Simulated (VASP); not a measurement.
Cr2O3:

```
Cr O
1.0
     2.45640    1.41820    4.48963
    -2.45640    1.41820    4.48963
     0.00000   -2.83641    4.48963
Cr O
4 6
Direct
  0.84750 0.84750 0.84750
  0.65250 0.65250 0.65250
  0.15250 0.15250 0.15250
  0.34750 0.34750 0.34750
  0.05190 0.44810 0.75000
  0.75000 0.05190 0.44810
  0.44810 0.75000 0.05190
  0.94810 0.55190 0.25000
  0.25000 0.94810 0.55190
  0.55190 0.25000 0.94810
```

Base run:

| Property | Result |
| --- | --- |
| Program | VASP 6.6.1 |
| Functional | PBE |
| Potentials or basis | VASP PAW PBE potentials, release 64 (Cr_pv, O) |
| Cutoff | 520 eV |
| k mesh | 4 × 4 × 4 |
| Occupations | gaussian, width 0.02 eV |
| Spin | collinear spin, ferrimagnetic start |
| Starting moments | [2.71, 2.71, 2.71, 2.71, -0.04, -0.04, -0.04, -0.04, -0.04, -0.04] μB |
| Hubbard terms | Cr d U = 3.7 eV |

Its results: band gap on the k mesh 2.95 eV, indirect (least direct gap 3.04 eV); pressure 24.4 GPa; largest force 0.897 eV/Å.

Problem. The run is repeated on the same cell with these changes: spin from collinear spin, ferrimagnetic start to no spin polarisation; further incar settings from ALGO = Normal; EDIFF = 1e-06; NBANDS = 57 to ALGO = Normal; EDIFF = 1e-07; NBANDS = 53. What comes out?

Solution. Band gap on the k mesh zero (band 42 reaches 7.86 eV, above the bottom of band 43 at 7.61 eV); pressure 9.3 GPa; largest force 1.251 eV/Å.

Caveats: some runs use coarse meshes; U without spin polarisation on a metal has little footing (some runs); forces of over 1 eV/Å act on the atoms, so gaps and moduli don't describe the material at rest (some runs).

A k mesh can miss the band edges.
